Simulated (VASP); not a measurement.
# HC32 (a cell with a defect) (H_i (bond centre)) in VASP: a series of runs

The runs below take HC32 (a cell with a defect) (H_i (bond centre)) through single point, with LDA, PBE, r2SCAN.

Everything below comes from runs of VASP 6.6.1. Logs are shortened: lines on timing, memory, paths and dates and some standing lists are left out, and cuts for length are marked.

## 1. The cell of the first run

The cell holds a defect, 33 atoms: a = 6.186 Å, b = 6.186 Å, c = 6.186 Å, α = 109.47°, β = 109.47°, γ = 109.47°.

## 2. Single point, LDA

INCAR reads:

```
  PREC = Accurate
  ENCUT = 520
  EDIFF = 1E-6
  ISMEAR = -1
  SIGMA = 0.01
  LREAL = Auto
  LASPH = True
  NELM = 120
  ALGO = Normal
  ISIF = 2
  LWAVE = False
  LCHARG = True
  LELF = True
  LVHAR = True
  NELECT = 128.0
  NBANDS = 86
  GGA_COMPAT = False
```

KPOINTS reads:

```
Automatic mesh
0
Gamma
  1 1 1
  0.25 0.25 0.25
```

POSCAR reads:

```
HC32
1.0
   -3.5716218665      3.5716218665      3.5716218665
    3.5716218665     -3.5716218665      3.5716218665
    3.5716218665      3.5716218665     -3.5716218665
C H
32 1
Direct
   -0.0026052354     -0.0040936691     -0.0044806693
   -0.0004497762      0.2508616737      0.7465576568
    0.0005249216      0.5013216927      0.4985084188
   -0.0001388662      0.7515544832      0.2477261492
    0.2512741167      0.0024277436      0.7492177605
    0.2488212072      0.2503392922      0.4981125213
    0.2174503832      0.4716869587      0.2153616552
    0.2501253633      0.7521271836     -0.0012853475
    0.5008071841      0.0056230214      0.4992980445
    0.4997124434      0.2510130422      0.2471775707
    0.5010353282      0.5016077496     -0.0005968078
    0.5071784191      0.7596225855      0.7609520509
    0.7513969514      0.0029013764      0.2507224169
    0.7466966896      0.2503204649     -0.0029355378
    0.7506210431      0.5016295634      0.7487741190
    0.7572913267      0.7558794867      0.5017417767
    0.0041049115      0.0033659952      0.7500897985
    0.0000526880      0.2515855570      0.4987060691
   -0.0063900417      0.4987905597      0.2447170831
   -0.0007228828      0.7496015237     -0.0025562377
    0.2496535348      0.0009681661      0.4987571093
    0.2433374530      0.2391412642      0.2406312172
    0.2498340790      0.5010203295     -0.0053071214
    0.2509569417      0.7531459315      0.7492921347
    0.5005542711      0.0016025407      0.2482086565
    0.4994867491      0.2511665044     -0.0020484201
    0.5018353782      0.5022459993      0.7499980762
    0.5331752902      0.7850038800      0.5288256055
    0.7532085533      0.0047777246      0.0043758418
    0.7511452690      0.2537773114      0.7495033548
    0.7501998184      0.5018967139      0.4990683266
    0.7508376553      0.7526686108      0.2488336868
    0.3769277393      0.5652522788      0.4330768953
```

Potentials or basis: VASP PAW LDA potentials, release 64 (C, H).

On the command line:

```bash
> cat potpaw_LDA.64/C/POTCAR potpaw_LDA.64/H/POTCAR > POTCAR
> mpirun -np 1 vasp_std > vasp.out
```

OUTCAR:

```text
PREC = Accurate
   ENCUT = 520
   EDIFF = 1E-6
   ISMEAR = -1
   LREAL = Auto
   LASPH = True
   NELM = 120
   ISIF = 2
   NELECT = 128.0

 ion  position               nearest neighbor table
   1  0.997  0.996  0.996-  22 1.51  20 1.53  29 1.55  17 1.55
   2  1.000  0.251  0.747-  18 1.54  23 1.54  17 1.55  30 1.55
   3  0.001  0.501  0.499-  18 1.54  31 1.55  19 1.55  24 1.55
   4  1.000  0.752  0.248-  20 1.54  19 1.54  32 1.55  21 1.55
   5  0.251  0.002  0.749-  17 1.53  26 1.54  24 1.54  21 1.54
   6  0.249  0.250  0.498-  18 1.54  21 1.55  22 1.56  27 1.56
   7  0.217  0.472  0.215-  33 1.16  23 1.50  19 1.51  22 1.55  28 1.94
   8  0.250  0.752  0.999-  20 1.54  23 1.54  25 1.55  24 1.55
   9  0.501  0.006  0.499-  28 1.50  21 1.54  30 1.54  25 1.54
  10  0.500  0.251  0.247-  26 1.54  25 1.55  22 1.55  31 1.55
  11  0.501  0.502  0.999-  26 1.54  23 1.54  27 1.55  32 1.55
  12  0.507  0.760  0.761-  29 1.51  24 1.55  28 1.55  27 1.56
  13  0.751  0.003  0.251-  29 1.53  18 1.54  32 1.54  25 1.54
[... 12 lines left out ...]
  26  0.499  0.251  0.998-  14 1.53   5 1.54  10 1.54  11 1.54
  27  0.502  0.502  0.750-  15 1.54  11 1.55  12 1.56   6 1.56
  28  0.533  0.785  0.529-  33 1.16   9 1.50  16 1.51  12 1.55   7 1.94
  29  0.753  0.005  0.004-  12 1.51  13 1.53   1 1.55  14 1.55
  30  0.751  0.254  0.750-  15 1.54   9 1.54  14 1.55   2 1.55
  31  0.750  0.502  0.499-  15 1.54   3 1.55  16 1.55  10 1.55
  32  0.751  0.753  0.249-  13 1.54  16 1.54   4 1.55  11 1.55
  33  0.377  0.565  0.433-   7 1.16  28 1.16

  LATTYP: Found a body centered cubic cell.
 ALAT       =     7.1432437330

  Lattice vectors:

 A1 = (  -3.5716218665,   3.5716218665,   3.5716218665)
 A2 = (   3.5716218665,  -3.5716218665,   3.5716218665)
 A3 = (   3.5716218665,   3.5716218665,  -3.5716218665)

Analysis of symmetry for initial positions (statically):
=====================================================================
 Subroutine PRICEL returns:
 Original cell was already a primitive cell.

 Routine SETGRP: Setting up the symmetry group for a
 body centered cubic supercell.

 Subroutine GETGRP returns: Found  1 space group operations
 (whereof  1 operations were pure point group operations)
 out of a pool of 48 trial point group operations.

The static configuration has the point symmetry C_1 .

Analysis of symmetry for dynamics (positions and initial velocities):
=====================================================================
 Subroutine PRICEL returns:
 Original cell was already a primitive cell.
[... 151 lines left out ...]
   NFREE  =      0    steps in history (QN), initial steepest desc. (CG)
   ISIF   =      2    stress and relaxation
   ISYM   =      2    0-nonsym 1-usesym 2-fastsym
   POTIM  = 0.5000    time-step for ionic-motion
   TEBEG  =    0.0;   TEEND  =   0.0 temperature during run
   PSTRESS=    0.0 pullay stress
   NELECT =     128.0000    total number of electrons
   NUPDOWN=      -1.0000    fix difference up-down
   EMIN   =  10.00;   EMAX   =-10.00  energy-range for DOS
   EFERMI =   0.00;   METHOD = LEGACY
   ISMEAR =    -1;   SIGMA  =   0.01  broadening in eV -4-tet -1-fermi 0-gaus
   EFERMI_NEDOS =   21; number of points for ismear=-14 and -15
   IALGO  =     38    algorithm
   IMIX   =      4    mixing-type and parameters
     AMIX     =   0.40;   BMIX     =  1.00
     AMIX_MAG =   1.60;   BMIX_MAG =  1.00
  volume/ion in A,a.u.               =       5.52        37.27
  Fermi-wavevector in a.u.,A,eV,Ry     =   1.455211  2.749950 28.812235  2.117640
  Thomas-Fermi vector in A             =   2.572272
   LORBIT       =      0    0 simple, 1 ext, 2 COOP (PROOUT), +10 PAW based schemes
   GGA     = CA    functional components
   LHFCALC =     F    Hartree Fock is set to
   AEXX    =    0.0000 exact exchange contribution
   IVDW    =     0    specifies the selected vdW correction
   LEPSILON=     F    determine dielectric tensor
   LRPA    =     F    only Hartree local field effects (RPA)
 non-spin polarized calculation
  energy-cutoff  :      520.00
  volume of cell :      182.25
 maximum number of plane-waves:      4904
 NGX is ok and might be reduce to    48
   NGX = 23   NGY = 23   NGZ = 23

 number of electron     128.0000011 magnetization

 Free energy of the ion-electron system (eV)
  ---------------------------------------------------
  ext. energy  EPLUGINS =         0.00000000
  ---------------------------------------------------
  free energy    TOTEN  =      -332.53459860 eV

  energy without entropy =     -332.53459860  energy(sigma->0) =     -332.53459860

 E-fermi :   8.3980     XC(G=0): -13.4740

 val. band max:        8.1388270323   @ k =   0.2500   0.2500   0.2500
 cond. band min:      12.3644572680   @ k =   0.2500   0.2500   0.2500
 fundamental gap:      4.2256302358
 Fermi energy:         8.3980340298

 k-point     1 :       0.2500    0.2500    0.2500
  band No.  band energies     occupation
      1     -10.5707      2.00000
      2      -9.9229      2.00000
      3      -9.7540      2.00000
      4      -9.7298      2.00000
      5      -6.5735      2.00000
      6      -6.1158      2.00000
[... 68 lines left out ...]
     75      15.9064      0.00000
     76      16.0286      0.00000
 [bands above 76 left out]

------------------------ aborting loop because EDIFF is reached ----------------------------------------

  FORCE on cell =-STRESS in cart. coord.  units (eV):
  Direction    XX          YY          ZZ          XY          YZ          ZX
  --------------------------------------------------------------------------------------
  -------------------------------------------------------------------------------------
  Total      -20.8336010    -20.7602487    -20.7237351      4.5905539      4.0837941      4.6207468
  in kB     -183.1548883   -182.5100241   -182.1890220     40.3570362     35.9019476     40.6224715
  external PRESSURE =    -182.6179781 kB  Pullay stress =       0.0000000 kB

 VOLUME and BASIS-vectors are now :
 -----------------------------------------------------------------------------
  energy-cutoff  :      520.00
  volume of cell :      182.25
      direct lattice vectors                 reciprocal lattice vectors
    -3.571621867  3.571621867  3.571621867     0.000000000  0.139992423  0.139992423
     3.571621867 -3.571621867  3.571621867     0.139992423  0.000000000  0.139992423
     3.571621867  3.571621867 -3.571621867     0.139992423  0.139992423  0.000000000

 POSITION                                       TOTAL-FORCE (eV/Angst)
 -----------------------------------------------------------------------------------
      3.55030      3.56093      3.56370        -0.002898      0.000310     -0.000169
     -0.00761      5.34045      1.79958        -0.003570     -0.002737      0.008143
      3.56914     -0.00817      0.01192         0.000168     -0.002593     -0.002064
     -0.00207      1.77164      5.37061         0.001529     -0.005551      0.000741
      1.78714      3.56471     -1.76980         0.004469     -0.002660      0.001328
      1.78449      1.77365      0.00374        -0.006045      0.005292     -0.012134
[... 25 lines left out ...]
      0.89528      0.88220      4.48122        -0.000427      0.000489      0.005355
      2.21941      0.87416      1.81832        -0.002233      0.207069     -0.202697
 -----------------------------------------------------------------------------------
    total drift:                                0.006239     -0.115963      0.118097

  FREE ENERGIE OF THE ION-ELECTRON SYSTEM (eV)
  ---------------------------------------------------
  free  energy   TOTEN  =      -332.5345986023 eV

  energy  without entropy=     -332.5345986023  energy(sigma->0) =     -332.53459860
```

OSZICAR:

```text
N       E                     dE             d eps       ncg     rms          rms(c)
DAV:   1     0.362631436315E+03    0.36263E+03   -0.68766E+04   172   0.147E+03
DAV:   2    -0.313588839369E+03   -0.67622E+03   -0.63906E+03   218   0.278E+02
DAV:   3    -0.344664628925E+03   -0.31076E+02   -0.30789E+02   208   0.570E+01
DAV:   4    -0.345185548801E+03   -0.52092E+00   -0.51957E+00   224   0.794E+00
DAV:   5    -0.345193730417E+03   -0.81816E-02   -0.81750E-02   216   0.104E+00    0.230E+01
DAV:   6    -0.335875991487E+03    0.93177E+01   -0.68599E+00   200   0.837E+00    0.133E+01
DAV:   7    -0.332545633766E+03    0.33304E+01   -0.86978E+00   200   0.912E+00    0.294E+00
DAV:   8    -0.332534427035E+03    0.11207E-01   -0.26797E-01   208   0.204E+00    0.727E-01
DAV:   9    -0.332534884059E+03   -0.45702E-03   -0.30202E-02   216   0.667E-01    0.163E-01
DAV:  10    -0.332534588666E+03    0.29539E-03   -0.34264E-03   208   0.185E-01    0.449E-02
DAV:  11    -0.332534599127E+03   -0.10461E-04   -0.12261E-04   224   0.427E-02    0.234E-02
DAV:  12    -0.332534598632E+03    0.49450E-06   -0.24839E-05   216   0.187E-02    0.624E-03
DAV:  13    -0.332534598602E+03    0.29790E-07   -0.30732E-06   168   0.768E-03
   1 F= -.33253460E+03 E0= -.33253460E+03  d E =-.307055E-11
```

stdout:

```text
POSCAR found type information on POSCAR C H
 POSCAR found :  2 types and      33 ions
 scaLAPACK will be used
 LDA part: xc-table for (Slater(with rela. corr.)+CA(PZ))
 , standard interpolation
 POSCAR, INCAR and KPOINTS ok, starting setup
 FFT: planning ... GRIDC
 FFT: planning ... GRID_SOFT
 FFT: planning ... GRID
 WAVECAR not read
 entering main loop
 the old and the new charge density differ
 old charge density:   129.00000 new  128.00000
    0.230E+01
```

Wall time 22 s (1 thread of AMD EPYC 9R45 (Zen 5), shared host); peak memory 0.21 GiB.

Results:

| Property | Result |
| --- | --- |
| Free energy | -332.5346 eV |
| Largest force | 0.290 eV/Å |

Forces in eV/Å, atoms in the order of the input:
```
C   -0.003  0.000  0.000
C   -0.004 -0.003  0.008
C    0.000 -0.003 -0.002
C    0.002 -0.006  0.001
C    0.004 -0.003  0.001
C   -0.006  0.005 -0.012
C   -0.071 -0.172  0.035
C   -0.001 -0.005  0.004
C    0.003  0.049  0.008
C   -0.006 -0.004 -0.005
C   -0.002 -0.003 -0.001
C   -0.018 -0.015  0.010
C   -0.001 -0.003  0.002
C    0.004 -0.007 -0.001
C    0.004  0.005  0.000
C    0.025 -0.001 -0.003
C   -0.003  0.001  0.005
C   -0.005  0.000 -0.005
C   -0.030  0.001  0.000
C    0.000  0.001  0.003
C    0.002 -0.001  0.000
C    0.019 -0.012  0.017
C   -0.003 -0.009 -0.050
C    0.009  0.006  0.003
C    0.002 -0.005  0.004
C   -0.004  0.000  0.003
C    0.004  0.012 -0.001
C    0.078 -0.036  0.167
C    0.002  0.000  0.002
C    0.003 -0.008  0.001
C   -0.001  0.005  0.004
C    0.000  0.000  0.005
H   -0.002  0.207 -0.203
```

Caveat: the k points lie up to 1.24 Å⁻¹ apart; the cell carries a net charge on a neutralising background, which shifts energy and pressure; the cell is charged against a uniform background, so pressure and absolute levels hang on convention.

## 3. Single point, PBE

INCAR reads:

```
PREC = Accurate ; ENCUT = 520
EDIFF = 1E-6 ; ISMEAR = 0
SIGMA = 0.01 ; LREAL = Auto
LASPH = T ; NELM = 120
ALGO = Normal ; ISIF = 2
LWAVE = F ; LCHARG = F
GGA = PE ; NBANDS = 86
NELECT = 128.0 ; GGA_COMPAT = F
```

KPOINTS is that of step 2.

POSCAR is that of step 2.

Potentials or basis: VASP PAW PBE potentials, release 64 (C, H).

On the command line:

```bash
> cat potpaw_PBE.64/C/POTCAR potpaw_PBE.64/H/POTCAR > POTCAR
> mpirun -np 1 vasp_std > vasp.out
```

Wall time 28 s (1 thread of AMD EPYC 9R45 (Zen 5), shared host); peak memory 0.27 GiB.

Results (log left out):

```
Free energy   : -299.3291 eV
Largest force : 0.029 eV/Å
```

Forces in eV/Å, atoms in the order of the input:
```
C   -0.014 -0.009 -0.012
C   -0.001 -0.001 -0.001
C   -0.001  0.000  0.005
C    0.000  0.000  0.004
C    0.000  0.000  0.004
C   -0.001  0.004 -0.002
C   -0.001 -0.008  0.012
C    0.002 -0.001  0.003
C    0.007 -0.006  0.005
C    0.004 -0.003  0.001
C    0.003  0.002 -0.003
C    0.004  0.003 -0.014
C    0.004  0.002 -0.003
C   -0.002 -0.010 -0.004
C    0.003 -0.003  0.001
C   -0.013  0.006  0.005
C    0.003  0.004  0.008
C   -0.004  0.000  0.003
C    0.010 -0.006 -0.008
C   -0.005  0.006 -0.001
C   -0.003  0.001 -0.005
C   -0.002  0.012 -0.002
C   -0.007 -0.006  0.005
C   -0.002  0.000  0.003
C   -0.002 -0.003  0.000
C    0.002 -0.003  0.001
C    0.000  0.002  0.000
C    0.003 -0.010  0.006
C    0.013  0.012  0.011
C    0.000  0.001 -0.001
C    0.000 -0.002  0.001
C    0.001 -0.003 -0.001
H    0.002  0.020 -0.022
```

Levels at points of the mesh, in eV from the Fermi level:
```tsv
k point	band 62	band 63	band 64	band 65	band 66	band 67
(0.25, 0.25, 0.25)	-0.17	-0.16	-0.12	4.18	6.71	7.29
```

Caveat: the k points lie up to 1.24 Å⁻¹ apart; the cell carries a net charge on a neutralising background, which shifts energy and pressure; the cell is charged against a uniform background, so pressure and absolute levels hang on convention.

## 4. Single point, r2SCAN

POSCAR is that of step 3.

INCAR.step1 reads:

```
ALGO = Normal
EDIFF = 1E-5
ENCUT = 580
GGA = PE
GGA_COMPAT = F
ISMEAR = -1
LASPH = T
LCHARG = F
LREAL = Auto
LWAVE = T
NBANDS = 86
NELECT = 128.0
NELM = 120
PREC = Accurate
SIGMA = 0.01
```

INCAR.step2 reads:

```
ALGO = Normal
EDIFF = 1E-6
ENCUT = 580
GGA_COMPAT = F
ISIF = 2
ISMEAR = -1
ISTART = 1
LASPH = T
LCHARG = F
LMIXTAU = T
LREAL = Auto
LWAVE = F
METAGGA = R2SCAN
NBANDS = 86
NELECT = 128.0
NELM = 120
PREC = Accurate
SIGMA = 0.01
```

KPOINTS is that of step 3.

On the command line:

```bash
> cat potpaw_PBE.64/C/POTCAR potpaw_PBE.64/H/POTCAR > POTCAR
> cp INCAR.step1 INCAR
> mpirun -np 1 vasp_std > vasp.out
> cp INCAR.step2 INCAR
> mpirun -np 1 vasp_std > vasp.out
```

Wall time 2.2 min (1 thread of AMD EPYC 9R45 (Zen 5), shared host); peak memory 0.34 GiB.

It converged, with:

- Free energy: -322.8767 eV
- Largest force: 0.306 eV/Å

Forces in eV/Å, atoms in the order of the input:
```
C   -0.001  0.033  0.002
C    0.003  0.005  0.014
C   -0.009  0.000  0.002
C   -0.004 -0.001 -0.001
C    0.012  0.000 -0.001
C   -0.009 -0.003 -0.012
C    0.074  0.182 -0.015
C    0.000  0.000  0.000
C    0.002  0.004  0.002
C   -0.002 -0.010 -0.001
C   -0.001  0.001 -0.005
C    0.032  0.031  0.037
C    0.000  0.000  0.012
C    0.023  0.002  0.003
C    0.003  0.007  0.000
C    0.016  0.010  0.019
C   -0.024 -0.004 -0.003
C   -0.003  0.001 -0.008
C   -0.018 -0.016 -0.010
C    0.000 -0.010 -0.002
C    0.002  0.003 -0.001
C   -0.032 -0.036 -0.031
C   -0.004 -0.002 -0.006
C    0.001  0.003  0.010
C    0.000  0.002  0.000
C   -0.010  0.002 -0.002
C    0.008  0.009  0.002
C   -0.077  0.019 -0.177
C    0.000 -0.002 -0.033
C   -0.005 -0.013 -0.005
C    0.008  0.000  0.000
C    0.005  0.004  0.001
H    0.008 -0.222  0.211
```

Levels at points of the mesh, in eV from the Fermi level:
```csv
k point,band 61,band 62,band 63,band 64,band 65,band 66,band 67,band 68
"(0.25, 0.25, 0.25)",-0.35,-0.34,-0.32,-0.28,4.43,6.95,7.53,7.59
```

Caveat: the k points lie up to 1.24 Å⁻¹ apart; the cell carries a net charge on a neutralising background, which shifts energy and pressure; the cell is charged against a uniform background, so pressure and absolute levels hang on convention; the PAW data sets were made with another functional, which shifts forces and pressure a little.
